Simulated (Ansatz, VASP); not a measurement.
## LiNbO3 in VASP and in Ansatz

INCAR

```
  PREC = Accurate
  ENCUT = 600
  EDIFF = 1E-7
  ISMEAR = 0
  SIGMA = 0.02
  LREAL = False
  LASPH = True
  NELM = 100
  ALGO = Normal
  ISIF = 3
  LWAVE = False
  LCHARG = False
  GGA = PE
  IBRION = 2
  NSW = 100
  EDIFFG = -0.01
```

File KPOINTS:

```
Automatic mesh
0
Gamma
  8 8 8
```

The input POSCAR:

```
LiNbO3
1.0
    3.9557683461      0.0000000000      0.0000000000
    0.0000000000      3.9557683461      0.0000000000
    0.0000000000      0.0000000000      3.9557683461
Li Nb O
1 1 3
Direct
    0.0000000000      0.0000000000      0.0000000000
    0.5000000000      0.5000000000      0.5000000000
    0.5000000000      0.0000000000      0.5000000000
    0.5000000000      0.5000000000      0.0000000000
    0.0000000000      0.5000000000      0.5000000000
```

Input for Ansatz:

```yaml
crystal:
  lattice:
    - [3.9557683461, 0.0, 0.0]
    - [0.0, 3.9557683461, 0.0]
    - [0.0, 0.0, 3.9557683461]
  atoms:
    - { symbol: Li, position: [0.0, 0.0, 0.0] }
    - { symbol: Nb, position: [0.5, 0.5, 0.5] }
    - { symbol: O, position: [0.5, 0.0, 0.5] }
    - { symbol: O, position: [0.5, 0.5, 0.0] }
    - { symbol: O, position: [0.0, 0.5, 0.5] }
basis:
  ecutwfc: 420
kpoints:
  mp_grid: { grid: [8, 8, 8] }
hamiltonian:
  xc: pbe
scf:
  occupations: { method: gaussian, width: 0.02 }
output:
  forces: true
  stress: true
  eigenvalues: true
  write_density: true
  write_potential: true
  elf: true
  volumetric_format: npy
relax:
  adjacent_minimum: "off"
  f_tol: 0.01
  max_steps: 80
  cell: { stress_tol: 0.05 }
```

Alike in both runs: task relaxation of cell and atoms; functional PBE; k mesh 8 × 8 × 8; occupations gaussian, width 0.02 eV; no spin polarisation.

|  | VASP | Ansatz |
| --- | --- | --- |
| version | VASP 6.6.1 | Ansatz 0.2.0 |
| potentials or method | VASP PAW PBE potentials, release 64 (Li_sv, Nb_sv, O), cutoff 600 eV | scalar-relativistic, plane waves, PAW |
| valence electrons in the cell | 34 | 34 |

```tsv
	VASP	Ansatz	Ansatz less VASP
gap on the k mesh at the Fermi level, each at its own relaxed structure (eV)	1.69	1.70	+0.013
relaxed volume (Å³/atom)	12.34	12.38	+0.037
relaxed cell length with the largest relative difference (Å)	3.952	3.956	+0.0039
```

Noted on VASP's run: the cutoff is short for stress, so the pressure is rough.
